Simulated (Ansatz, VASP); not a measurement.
One calculation of WSe2, two programs

Contents of INCAR:

```
SYSTEM = WSe2
PREC     = Accurate       ! precision mode
ENCUT    = 520            ! plane-wave cutoff, eV
EDIFF    = 1E-6           ! SCF threshold, eV
ISMEAR   = 0              ! smearing method
SIGMA    = 0.05           ! smearing width, eV
LREAL    = .FALSE.        ! projectors in reciprocal space
LASPH    = .TRUE.         ! aspherical terms in the spheres
NELM     = 60             ! most SCF steps
ALGO     = Normal         ! electronic algorithm
ISIF     = 2              ! what is computed and relaxed
LWAVE    = .FALSE.        ! write WAVECAR
LCHARG   = .FALSE.        ! write CHGCAR
GGA      = PS             ! functional
NBANDS   = 20             ! bands
```

Contents of KPOINTS:

```
Automatic mesh
0
G
  9 9 2
  0 0 0
```

POSCAR

```
WSe2
1.0
    3.3179375931      0.0000000000      0.0000000000
   -1.6589687966      2.8734182438      0.0000000000
    0.0000000000      0.0000000000     16.6581424200
W Se
1 2
Direct
    0.0000000000      0.0000000000      0.0000000000
    0.2997174186      0.6420581092      0.0997865200
    0.2997174186      0.6420581092      0.9002134800
```

Input for Ansatz:

```yaml
crystal:
  lattice:
    - [3.3179375931, 0.0, 0.0]
    - [-1.6589687966, 2.8734182438, 0.0]
    - [0.0, 0.0, 16.65814242]
  atoms:
    - { symbol: W, position: [0.0, 0.0, 0.0] }
    - { symbol: Se, position: [0.2997174186, 0.6420581092, 0.09978652] }
    - { symbol: Se, position: [0.2997174186, 0.6420581092, 0.90021348] }
basis:
  ecutwfc: 420
kpoints:
  mp_grid: { grid: [9, 9, 2] }
hamiltonian:
  xc: pbesol
scf:
  occupations: { method: gaussian, width: 0.05 }
output:
  forces: true
  stress: true
  eigenvalues: true
```

Change from the starting cell: all Se atoms moved -0.100 Å, as atom 2 along Cartesian [1 1 0].

Alike in both runs: task single point; functional PBEsol; k mesh 9 × 9 × 2; occupations gaussian, width 0.05 eV; no spin polarisation.

|  | VASP | Ansatz |
| --- | --- | --- |
| version | VASP 6.6.1 | Ansatz 0.2.0 |
| potentials or method | VASP PAW PBE potentials, release 64 (W_sv, Se), cutoff 520 eV | scalar-relativistic, plane waves, PAW |
| valence electrons in the cell | 26 | 46 |

```tsv
	VASP	Ansatz	Ansatz less VASP
gap on the k mesh at the Fermi level (eV)	1.51	1.51	+0.003
least direct gap on the mesh (eV)	1.51	1.51	+0.003
rms of the force components (eV/Å)	0.729	0.726	-0.0034
```

VASP's potentials were made for PBE, not for PBEsol. Atom by atom the forces differ by 0.028 eV/Å (rms over components). With one functional, cell and mesh, what is left measures potentials, basis and numerics. VASP's potentials hold 26 valence electrons a cell and Ansatz's 46, so a difference there can come from the potentials and not from the codes.

Spin-orbit coupling is off throughout.
